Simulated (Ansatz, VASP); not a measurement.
## Two plane-wave programs on SrO

```xyz
2
Lattice="0.0000 2.5698 2.5698 2.5698 0.0000 2.5698 2.5698 2.5698 0.0000" Properties=species:S:1:pos:R:3 pbc="T T T"
Sr    0.0000    0.0000    0.0000
O     2.5698    2.5344    2.5344
```

Change from the starting cell: all O atoms moved +0.050 Å, as atom 2 towards its neighbour atom 2 (O) at 3.634 Å.

Alike in both runs: task single point; functional r2SCAN; k mesh 8 × 8 × 8; occupations gaussian, width 0.05 eV; no spin polarisation.

```csv
,VASP,Ansatz
version,VASP 6.6.1,Ansatz 0.2.0
potentials or method,"VASP PAW PBE potentials, release 64 (Sr_sv, O), cutoff 520 eV","scalar-relativistic, plane waves, PAW"
valence electrons in the cell,16,16
```

|  | VASP | Ansatz | Ansatz less VASP |
| --- | --- | --- | --- |
| gap on the k mesh at the Fermi level (eV) | 3.76 | 3.81 | +0.053 |
| least direct gap on the mesh (eV) | 3.84 | 3.88 | +0.041 |
| pressure (GPa) | 1.8 | 1.2 | -0.56 |
| traceless stress, the component that is largest in VASP (GPa) | -0.10 | -0.10 | +0.006 |
| rms of the force components (eV/Å) | 0.075 | 0.071 | -0.0045 |

VASP's potentials were made for PBE, not for r2SCAN. Atom by atom the forces differ by 0.005 eV/Å (rms over components). The functional is the same, so the differences come from potentials, cutoffs and numerics.
